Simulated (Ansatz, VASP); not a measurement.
# Two plane-wave programs on MgO

```
CELL_PARAMETERS angstrom
0.00000 2.08165 2.08165
2.08165 0.00000 2.08165
2.08165 2.08165 0.00000
ATOMIC_POSITIONS crystal
Mg 0.00000 0.00000 0.00000
O 0.50000 0.50000 0.50000
```

Alike in both runs: functional LDA; k mesh 8 × 8 × 8; occupations gaussian, width 0.1 eV; no spin polarisation.

Ansatz relaxed the structure, and its values are those at the end. VASP's run is a single point on that final structure, the one shown.

```csv
,VASP,Ansatz
version,VASP 6.6.1,Ansatz 0.2.0
potentials or method,"VASP PAW LDA potentials, release 64 (Mg_sv, O), cutoff 840 eV","scalar-relativistic, plane waves, PAW"
valence electrons in the cell,16,16
```

Ansatz gave:

- gap on the k mesh at the Fermi level (eV): 5.01
- least direct gap on the mesh (eV): 5.01
- pressure (GPa): -0.3

Question: What did VASP give for the same quantities?

Answer: gap on the k mesh at the Fermi level (eV): 5.01; least direct gap on the mesh (eV): 5.01; pressure (GPa): 0.1.

Ansatz warns that its potentials were made for another functional, while VASP's fit it. LDA's correlation is that of Perdew and Zunger in VASP and of Perdew and Wang (1992) in Ansatz.
